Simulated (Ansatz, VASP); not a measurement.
Au in VASP and in Ansatz

INCAR

```
SYSTEM = Au
PREC = Accurate
ENCUT = 520
EDIFF = 1E-6
ISMEAR = 0
SIGMA = 0.15
LREAL = .FALSE.
LASPH = .TRUE.
NELM = 60
ALGO = Normal
ISIF = 2
LWAVE = .FALSE.
LCHARG = .TRUE.
GGA = PS
LELF = .TRUE.
LVHAR = .TRUE.
NBANDS = 12
```

Contents of KPOINTS:

```
regular mesh
0
G
  20 20 20
  0 0 0
```

POSCAR

```
Au
1.0
    0.0000000000      1.9943625000      2.0455000000
    1.9943625000      0.0000000000      2.0455000000
    1.9943625000      1.9943625000      0.0000000000
Au
1
Direct
    0.0000000000      0.0000000000      0.0000000000
```

Input for Ansatz:

```yaml
crystal:
  lattice:
    - [0.0, 1.9943625, 2.0455]
    - [1.9943625, 0.0, 2.0455]
    - [1.9943625, 1.9943625, 0.0]
  atoms:
    - { symbol: Au, position: [0.0, 0.0, 0.0] }
basis:
  ecutwfc: 420
kpoints:
  mp_grid: { grid: [20, 20, 20] }
hamiltonian:
  xc: pbesol
scf:
  occupations: { method: gaussian, width: 0.15 }
output:
  forces: true
  stress: true
  eigenvalues: true
```

Change from the starting cell: strain -0.025 along x and y, +0.000 along z, atoms carried along.

Alike in both runs: task single point; functional PBEsol; k mesh 20 × 20 × 20; occupations gaussian, width 0.15 eV; no spin polarisation.

```csv
,VASP,Ansatz
version,VASP 6.6.1,Ansatz 0.2.0
potentials or method,"VASP PAW PBE potentials, release 64 (Au), cutoff 520 eV","scalar-relativistic, plane waves, PAW"
valence electrons in the cell,11,19
```

VASP gave:

| Property | Result |
| --- | --- |
| gap on the k mesh at the Fermi level (eV) | none |
| pressure (GPa) | 8.6 |
| traceless stress, the component that is largest in VASP (GPa) | -0.66 |

Question: Estimate Ansatz's values.

Answer: gap on the k mesh at the Fermi level (eV): none; pressure (GPa): 8.9; traceless stress, the component that is largest in VASP (GPa): -0.65.

VASP's potentials were made for PBE, not for PBEsol. A gap of «none» marks a metal or a gap that the smearing closes. VASP's potentials hold 11 valence electrons a cell and Ansatz's 19, so a difference there can come from the potentials and not from the codes.

Neither program's run includes spin-orbit coupling.
